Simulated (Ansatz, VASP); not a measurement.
# C: VASP beside Ansatz

The input INCAR:

```
ALGO = Normal
EDIFF = 1E-7
ENCUT = 520
GGA = PE
ISIF = 2
ISMEAR = 0
LASPH = True
LCHARG = False
LREAL = False
LWAVE = False
NBANDS = 36
NELM = 80
PREC = Accurate
SIGMA = 0.05
```

Contents of KPOINTS:

```
k-points
0
Gamma
  10 10 2
```

Contents of POSCAR:

```
C
1.0
    1.7834000000     -1.7834000000      0.0000000000
    1.7834000000      0.0000000000     -1.7834000000
    7.7281855600      6.8363072200      6.8363072200
C
12
Direct
    0.6215131933      0.6215131933      0.2708666667
   -0.0173701400     -0.0173701400      0.1042000000
    0.2603965267      0.2603965267      0.4375333333
    0.5381631933      0.5381631933      0.7708666667
    0.8992798600      0.8992798600      0.6042000000
    0.1770465267      0.1770465267      0.9375333333
    0.6006756933      0.6006756933      0.3958666667
    0.9617923600      0.9617923600      0.2292000000
    0.2395590267      0.2395590267      0.5625333333
    0.5173256933      0.5173256933      0.8958666667
   -0.1215576400     -0.1215576400      0.7292000000
    0.3229090267      0.3229090267      0.0625333333
```

Input for Ansatz:

```yaml
crystal:
  lattice:
    - [1.7834, -1.7834, 0.0]
    - [1.7834, 0.0, -1.7834]
    - [7.72818556, 6.83630722, 6.83630722]
  atoms:
    - { symbol: C, position: [0.6215131933, 0.6215131933, 0.2708666667] }
    - { symbol: C, position: [-0.01737014, -0.01737014, 0.1042] }
    - { symbol: C, position: [0.2603965267, 0.2603965267, 0.4375333333] }
    - { symbol: C, position: [0.5381631933, 0.5381631933, 0.7708666667] }
    - { symbol: C, position: [0.89927986, 0.89927986, 0.6042] }
    - { symbol: C, position: [0.1770465267, 0.1770465267, 0.9375333333] }
    - { symbol: C, position: [0.6006756933, 0.6006756933, 0.3958666667] }
    - { symbol: C, position: [0.96179236, 0.96179236, 0.2292] }
    - { symbol: C, position: [0.2395590267, 0.2395590267, 0.5625333333] }
    - { symbol: C, position: [0.5173256933, 0.5173256933, 0.8958666667] }
    - { symbol: C, position: [-0.12155764, -0.12155764, 0.7292] }
    - { symbol: C, position: [0.3229090267, 0.3229090267, 0.0625333333] }
basis:
  ecutwfc: 420
kpoints:
  mp_grid: { grid: [10, 10, 2] }
hamiltonian:
  xc: pbe
scf:
  occupations: { method: gaussian, width: 0.05 }
output:
  forces: true
  stress: true
  eigenvalues: true
```

Alike in both runs: task single point; functional PBE; k mesh 10 × 10 × 2; occupations gaussian, width 0.05 eV; no spin polarisation.

|  | VASP | Ansatz |
| --- | --- | --- |
| version | VASP 6.6.1 | Ansatz 0.2.0 |
| potentials or method | VASP PAW PBE potentials, release 64 (C), cutoff 520 eV | scalar-relativistic, plane waves, PAW |
| valence electrons in the cell | 48 | 48 |

```csv
,VASP,Ansatz,Ansatz less VASP
gap on the k mesh at the Fermi level (eV),2.53,2.53,+0.005
least direct gap on the mesh (eV),4.59,4.60,+0.005
pressure (GPa),3.6,2.9,-0.67
"traceless stress, the component that is largest in VASP (GPa)",-28.08,-28.09,-0.010
rms of the force components (eV/Å),1.128,1.131,+0.0025
```

Atom by atom the forces differ by 0.005 eV/Å (rms over components). With one functional, cell and mesh, what is left measures potentials, basis and numerics.
